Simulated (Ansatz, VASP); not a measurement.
Ti3H2: VASP beside Ansatz

```xyz
10
Lattice="5.1511 0.0000 0.0000 -2.5755 4.4610 0.0000 0.0000 0.0000 4.7738" Properties=species:S:1:pos:R:3 pbc="T T T"
Ti   -1.7402    3.0140    3.5804
Ti    1.6708    0.0000    1.1935
Ti    1.7402    3.0140    1.1935
Ti   -0.8354    1.4469    1.1935
Ti    0.8354    1.4469    3.5804
Ti    3.4803    0.0000    3.5804
H     2.5755    1.4870    2.3869
H     0.0000    2.9740    2.3869
H     0.0000    2.9740    0.0000
H     2.5755    1.4870    0.0000
```

Alike in both runs: functional PBE; k mesh 6 × 6 × 6; occupations gaussian, width 0.1 eV; no spin polarisation.

Ansatz relaxed the structure, and its values are those at the end. VASP's run is a single point on that final structure, the one shown.

|  | VASP | Ansatz |
| --- | --- | --- |
| version | VASP 6.6.1 | Ansatz 0.2.0 |
| potentials or method | VASP PAW PBE potentials, release 64 (Ti_sv, H), cutoff 520 eV | scalar-relativistic, plane waves, PAW |
| valence electrons in the cell | 76 | 76 |

|  | VASP | Ansatz | Ansatz less VASP |
| --- | --- | --- | --- |
| gap on the k mesh at the Fermi level (eV) | none | none | - |
| pressure (GPa) | -0.2 | 0.0 | +0.17 |

A gap of «none» marks a metal or a gap that the smearing closes. With one functional, cell and mesh, what is left measures potentials, basis and numerics.
